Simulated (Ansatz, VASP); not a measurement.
# One calculation of Ta, two programs

The input INCAR:

```
SYSTEM = Ta
PREC     = Accurate       ! precision mode
ENCUT    = 520            ! plane-wave cutoff, eV
EDIFF    = 1E-6           ! SCF threshold, eV
ISMEAR   = -1             ! smearing method
SIGMA    = 0.08           ! smearing width, eV
LREAL    = .False.        ! projectors in reciprocal space
LASPH    = .True.         ! aspherical terms in the spheres
NELM     = 60             ! most SCF steps
ALGO     = Normal         ! electronic algorithm
ISIF     = 2              ! what is computed and relaxed
LWAVE    = .False.        ! write WAVECAR
LCHARG   = .False.        ! write CHGCAR
GGA      = CA             ! functional
NBANDS   = 12             ! bands
```

File KPOINTS:

```
regular mesh
0
Gamma
  18 18 18
  0 0 0
```

File POSCAR:

```
Ta
1.0
   -1.5100110349      1.5100110349      1.5100110349
    1.5100110349     -1.5100110349      1.5100110349
    1.5100110349      1.5100110349     -1.5100110349
Ta
1
Direct
    0.0000000000      0.0000000000      0.0000000000
```

Input for Ansatz:

```yaml
crystal:
  lattice:
    - [-1.5100110349, 1.5100110349, 1.5100110349]
    - [1.5100110349, -1.5100110349, 1.5100110349]
    - [1.5100110349, 1.5100110349, -1.5100110349]
  atoms:
    - { symbol: Ta, position: [0.0, 0.0, 0.0] }
kpoints:
  mp_grid: { grid: [18, 18, 18] }
scf:
  occupations: { method: fermi_dirac, width: 0.08 }
hamiltonian:
  xc: lda
  pseudopotentials: { kind: paw }
output:
  forces: true
  stress: true
  eigenvalues: true
  populations: true
  write_density: true
  write_potential: true
  elf: true
  volumetric_format: npy
```

Change from the starting cell: volume scaled by 0.8, PAW files.

Alike in both runs: task single point; functional LDA; k mesh 18 × 18 × 18; occupations fermi-dirac, width 0.08 eV; no spin polarisation.

|  | VASP | Ansatz |
| --- | --- | --- |
| version | VASP 6.6.1 | Ansatz 0.2.0 |
| potentials or method | VASP PAW LDA potentials, release 64 (Ta_pv) | PAW with Ansatz's default frozen-core files, scalar-relativistic |
| plane-wave cutoff (eV) | 520 | 420 |
| valence electrons in the cell | 11 | 13 |

Ansatz gave:

| Item | Value |
| --- | --- |
| pressure (GPa) | 74.1 |

Problem. What did VASP give for the same quantities?

Solution. Pressure (GPa): 76.2.

LDA's correlation is that of Perdew and Zunger in VASP and of Perdew and Wang (1992) in Ansatz. Both programs put the cell under a high pressure, so it lies far from rest at this level. VASP's potentials hold 11 valence electrons a cell and Ansatz's 13, so a difference there can come from the potentials and not from the codes.

Neither program's run includes spin-orbit coupling. Noted on VASP's run: the cell as given lies far from equilibrium.
